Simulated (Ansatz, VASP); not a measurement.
**Two plane-wave programs on CuO**

File INCAR:

```
PREC     = Accurate       # precision mode
ENCUT    = 520            # plane-wave cutoff, eV
EDIFF    = 1E-7           # SCF threshold, eV
ISMEAR   = 0              # smearing method
SIGMA    = 0.05           # smearing width, eV
LREAL    = F              # projectors in reciprocal space
LASPH    = T              # aspherical terms in the spheres
NELM     = 150            # most SCF steps
ALGO     = Normal         # electronic algorithm
ISIF     = 2              # what is computed and relaxed
LWAVE    = F              # write WAVECAR
LCHARG   = F              # write CHGCAR
ISPIN    = 2              # spin polarisation
MAGMOM   = 1 -1 0 0       # initial moments
LORBIT   = 11             # projections on sites
LMAXMIX  = 4              # l up to which the mixer works
LDAU     = T              # DFT+U
LDAUTYPE = 1            
LDAUL    = 2 -1           # shell
LDAUU    = 3 0            # U, eV
LDAUJ    = 0.5 0        
LDAUPRINT= 1            
GGA      = PE             # functional
NBANDS   = 29             # bands
```

The input KPOINTS:

```
Automatic mesh
0
Gamma
  7 7 4
```

POSCAR

```
CuO
1.0
    2.3446497600     -1.7133998200      0.0000000000
    2.3446497600      1.7133998200      0.0000000000
   -0.8605499100      0.0000000000      5.0594394800
Cu O
2 2
Direct
    0.0032000000      0.4968000000      0.0000000000
    0.4968000000      0.0032000000      0.5000000000
    0.5714000000      0.4056000000      0.2537000000
    0.4056000000      0.5714000000      0.7537000000
```

Input for Ansatz:

```yaml
crystal:
  lattice:
    - [2.34464976, -1.71339982, 0.0]
    - [2.34464976, 1.71339982, 0.0]
    - [-0.86054991, 0.0, 5.05943948]
  atoms:
    - { symbol: Cu, position: [0.0032, 0.4968, 0.0], spin: 1.0 }
    - { symbol: Cu, position: [0.4968, 0.0032, 0.5], spin: -1.0 }
    - { symbol: O, position: [0.5714, 0.4056, 0.2537] }
    - { symbol: O, position: [0.4056, 0.5714, 0.7537] }
basis:
  ecutwfc: 420
  ecutrho_ratio: 4
kpoints:
  mp_grid: { grid: [7, 7, 4] }
hamiltonian:
  xc: pbe
  hubbard:
    sites:
      - { site: 0, l: d, u: 3.0, j: 0.5 }
      - { site: 1, l: d, u: 3.0, j: 0.5 }
scf:
  occupations: { method: gaussian, width: 0.05 }
  lower_state_search: "off"
  max_iter: 150
output:
  forces: true
  stress: true
  eigenvalues: true
  populations: true
  hubbard: { sites: [{ site: 0, l: d }, { site: 1, l: d }] }
magnetization:
  spin_polarized: true
```

Alike in both runs: task single point; functional PBE; k mesh 7 × 7 × 4; occupations gaussian, width 0.05 eV; collinear spin; Hubbard terms Cu d U = 3.0 eV, J = 0.5 eV.

|  | VASP | Ansatz |
| --- | --- | --- |
| version | VASP 6.6.1 | Ansatz 0.2.0 |
| potentials or method | VASP PAW PBE potentials, release 64 (Cu, O), cutoff 520 eV | scalar-relativistic, plane waves, PAW |
| valence electrons in the cell | 34 | 50 |

```tsv
	VASP	Ansatz	Ansatz less VASP
gap on the k mesh at the Fermi level (eV)	0.33	0.19	-0.144
least direct gap on the mesh (eV)	0.70	0.67	-0.033
pressure (GPa)	4.8	7.0	+2.20
traceless stress, the component that is largest in VASP (GPa)	-0.94	-1.55	-0.610
rms of the force components (eV/Å)	0.435	0.450	+0.0150
net moment per atom (μB)	0.00	0.00	0.000
size of the moment on the site where the two differ most (μB)	0.52	0.49	-0.027
```

Site moments also hang on the region over which each program counts them. The programs project onto different local orbitals, so the same U acts differently, and such runs can settle in different states. Atom by atom the forces differ by 0.015 eV/Å (rms over components). VASP's potentials hold 34 valence electrons a cell and Ansatz's 50, so a difference there can come from the potentials and not from the codes.
